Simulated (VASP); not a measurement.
A run of VASP 6.6.1 is set up as follows.

The input POSCAR:

```
Si2Mo
1.0
   -1.5981070794      1.5981070794      3.9051985604
    1.5981070794     -1.5981070794      3.9051985604
    1.5981070794      1.5981070794     -3.9051985604
Si Mo
2 1
Direct
    0.3352056352      0.3352056352      0.0000000000
    0.6647943648      0.6647943648      0.0000000000
    0.0000000000      0.0000000000      0.0000000000
```

INCAR.step1

```
SYSTEM = Si2Mo
  PREC = Accurate
  ENCUT = 520
  ISMEAR = 0
  SIGMA = 0.1
  LREAL = .False.
  LASPH = .True.
  NELM = 100
  NBANDS = 18
  GGA = PE
  ALGO = Normal
  EDIFF = 1E-4
  LWAVE = .True.
  LCHARG = .False.
```

File INCAR.step2:

```
SYSTEM = Si2Mo
  PREC = Accurate
  ENCUT = 520
  EDIFF = 1E-6
  ISMEAR = 0
  SIGMA = 0.1
  LREAL = .False.
  LASPH = .True.
  NELM = 100
  ALGO = Normal
  ISIF = 2
  LWAVE = .False.
  LCHARG = .True.
  METAGGA = R2SCAN
  LMIXTAU = .True.
  LUSE_VDW = .True.
  IVDW_NL = 2
  BPARAM = 11.95
  CPARAM = 0.0093
  LELF = .True.
  LVHAR = .True.
  NBANDS = 18
  ISTART = 1
```

File KPOINTS:

```
Automatic mesh
0
Gamma
  18 18 18
  0 0 0
```

Potentials or basis: VASP PAW PBE potentials, release 64 (Si, Mo_sv).

Launch:

```console
$ cat potpaw_PBE.64/Si/POTCAR potpaw_PBE.64/Mo_sv/POTCAR > POTCAR
$ cp INCAR.step1 INCAR
$ mpirun -np 1 vasp_std > vasp.out
$ cp INCAR.step2 INCAR
$ mpirun -np 1 vasp_std > vasp.out
```

Problem. What does it give for the largest force?

Solution. 0.009 eV/Å.

Problem. Estimate the band gap on the k mesh.

Solution. Zero (band 11 reaches 12.83 eV, above the bottom of band 12 at 11.80 eV).

Problem. Predict the pressure.

Solution. 0.6 GPa.

Forces in eV/Å, atoms in the order of the input:
```
Si   0.000  0.000 -0.009
Si   0.000  0.000  0.009
Mo   0.000  0.000  0.000
```

Caveat: the PAW data sets were made with another functional, which shifts forces and pressure a little.
